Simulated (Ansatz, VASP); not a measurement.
## AlRh2 in VASP and in Ansatz

```
Al Rh
1.0
     4.29614    0.00000    0.00000
    -2.14807    3.72056    0.00000
     0.00000    0.00000    2.75389
Al Rh
1 2
Direct
  0.00000 0.00000 0.00000
  0.33333 0.66667 0.50000
  0.66667 0.33333 0.50000
```

Alike in both runs: functional PBE; k mesh 6 × 6 × 6; occupations gaussian, width 0.1 eV; no spin polarisation.

Ansatz relaxed the structure, and its values are those at the end. VASP's run is a single point on that final structure, the one shown.

```csv
,VASP,Ansatz
version,VASP 6.6.1,Ansatz 0.2.0
potentials or method,"VASP PAW PBE potentials, release 64 (Al, Rh_pv), cutoff 520 eV","scalar-relativistic, plane waves, PAW"
valence electrons in the cell,33,37
```

|  | VASP | Ansatz | Ansatz less VASP |
| --- | --- | --- | --- |
| gap on the k mesh at the Fermi level (eV) | none | none | - |
| pressure (GPa) | -0.1 | -0.1 | -0.01 |

A gap of «none» marks a metal or a gap that the smearing closes. VASP's potentials hold 33 valence electrons a cell and Ansatz's 37, so a difference there can come from the potentials and not from the codes.

The k mesh is coarse, so the values compare programs but aren't converged.
